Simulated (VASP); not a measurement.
Write the native input for VASP 6.6.1 that does the following.

```yaml
Task: single point
Functional: PBEsol
Potentials_or_basis: VASP PAW PBE potentials, release 64 (Cd_sv_GW, F)
Cutoff: 700 eV
k_mesh: 6 × 6 × 6
Occupations: gaussian, width 0.01 eV
Spin: no spin polarisation
Dipole_correction: no
Further_INCAR_settings: ALGO = Normal; EDIFF = 1e-06; NBANDS = 24
```

The structure of CdF2 lies in POSCAR:

```
CdF2
1.0
    0.0000000000      2.5977710088      2.5977710088
    2.5977710088      0.0000000000      2.5977710088
    2.5977710088      2.5977710088      0.0000000000
Cd F
1 2
Direct
    0.0000000000      0.0000000000      0.0000000000
    0.2500000000      0.2500000000      0.2500000000
    0.7500000000      0.7500000000      0.7500000000
```

The input as run:

INCAR

```
SYSTEM = CdF2
PREC = Accurate
ENCUT = 700
EDIFF = 1E-6
ISMEAR = 0
SIGMA = 0.01
LREAL = .FALSE.
LASPH = .TRUE.
NELM = 120
ALGO = Normal
ISIF = 2
LWAVE = .FALSE.
LCHARG = .FALSE.
GGA = PS
NBANDS = 24
GGA_COMPAT = .FALSE.
```

KPOINTS

```
regular mesh
0
G
  6 6 6
  0 0 0
```

Potentials or basis: VASP PAW PBE potentials, release 64 (Cd_sv_GW, F).

Run with:

```sh
$ cat potpaw_PBE.64/Cd_sv_GW/POTCAR potpaw_PBE.64/F/POTCAR > POTCAR
$ mpirun -np 1 vasp_std > vasp.out
```

Results of the run:

```json
{
 "Pressure": "14.6 GPa",
 "Band gap on the k mesh": "3.33 eV (least direct gap 3.63 eV)"
}
```

Caveat: the cell stands under pressure; the PAW data sets were made with another functional, which shifts forces and pressure a little.

Run time: 11 s on 1 thread of AMD EPYC 9R45 96-Core Processor (Zen 5), with other jobs on the host, peak memory 0.16 GiB.
